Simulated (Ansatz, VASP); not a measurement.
## One calculation of BeCdRe, two programs

```
CELL_PARAMETERS angstrom
3.69696 0.00000 0.00000
0.00000 3.69696 0.00000
0.00000 0.00000 6.76304
ATOMIC_POSITIONS crystal
Be 0.50000 0.00000 0.24082
Be 0.00000 0.50000 0.75918
Cd 0.50000 0.00000 0.63226
Cd 0.00000 0.50000 0.36774
Re 0.00000 0.00000 0.00000
Re 0.50000 0.50000 0.00000
```

Alike in both runs: functional PBE; k mesh 10 × 10 × 6; occupations gaussian, width 0.1 eV; no spin polarisation.

Ansatz relaxed the structure, and its values are those at the end. VASP's run is a single point on that final structure, the one shown.

|  | VASP | Ansatz |
| --- | --- | --- |
| version | VASP 6.6.1 | Ansatz 0.2.0 |
| potentials or method | VASP PAW PBE potentials, release 64 (Be, Cd, Re), cutoff 520 eV | scalar-relativistic, plane waves, PAW |
| valence electrons in the cell | 42 | 74 |

VASP gave:

* gap on the k mesh at the Fermi level (eV): none
* pressure (GPa): 0.1
* rms of the force components (eV/Å): 0.004

Problem. Which values does Ansatz return?

Solution. gap on the k mesh at the Fermi level (eV): none; pressure (GPa): 0.0; rms of the force components (eV/Å): 0.001.

A gap of «none» marks a metal or a gap that the smearing closes. With one functional, cell and mesh, what is left measures potentials, basis and numerics. VASP's potentials hold 42 valence electrons a cell and Ansatz's 74, so a difference there can come from the potentials and not from the codes.

Spin-orbit coupling is off throughout.
